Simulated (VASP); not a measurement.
Wanted: the native input for a VASP 6.6.1 run.

```yaml
Task: single point
Functional: PBE
Potentials_or_basis: VASP PAW PBE potentials, release 64 (V_sv, Si)
Cutoff: 520 eV
k_mesh: 9 × 9 × 6
Occupations: gaussian, width 0.05 eV
Spin: no spin polarisation
Dipole_correction: no
Further_INCAR_settings: ALGO = Normal; EDIFF = 1e-07; NBANDS = 42
```

The structure of VSi2 lies in POSCAR:

```
VSi2
1.0
    4.5347995798      0.0000000000      0.0000000000
   -2.2673997899      3.9272516372      0.0000000000
    0.0000000000      0.0000000000      6.3189006300
V Si
3 6
Direct
    0.0000000000      0.5000000000      0.1666666700
    0.5000000000      0.5000000000      0.8333333300
    0.5000000000      0.0000000000      0.5000000000
    0.8375067800      0.6750135500      0.5000000000
    0.1624932300      0.8375067800      0.8333333300
    0.6750135500      0.8375067800      0.1666666700
    0.1624932200      0.3249864500      0.5000000000
    0.8375067800      0.1624932200      0.8333333300
    0.3249864500      0.1624932300      0.1666666700
```

These files were run (other wordings do the same):

INCAR

```
PREC = Accurate ; ENCUT = 520
EDIFF = 1E-7 ; ISMEAR = 0
SIGMA = 0.05 ; LREAL = False
LASPH = True ; NELM = 60
ALGO = Normal ; ISIF = 2
LWAVE = False ; LCHARG = True
GGA = PE ; LELF = True
LVHAR = True ; NBANDS = 42
```

KPOINTS

```
regular mesh
0
Gamma
  9 9 6
```

Potentials or basis: VASP PAW PBE potentials, release 64 (V_sv, Si).

Launch:

```bash
$ cat potpaw_PBE.64/V_sv/POTCAR potpaw_PBE.64/Si/POTCAR > POTCAR
$ mpirun -np 1 vasp_std > vasp.out
```

It gave:

| Quantity | Value |
| --- | --- |
| Pressure | 3.9 GPa |
| Largest force | 0.036 eV/Å |
| Band gap on the k mesh | zero (an odd number of electrons rules out a gap without spin polarisation) |

Caveat: the cell stands under pressure.

Run time: 2.8 min on 1 thread of Intel(R) Xeon(R) Platinum 8488C (Sapphire Rapids), with other jobs on the host, peak memory 0.33 GiB.
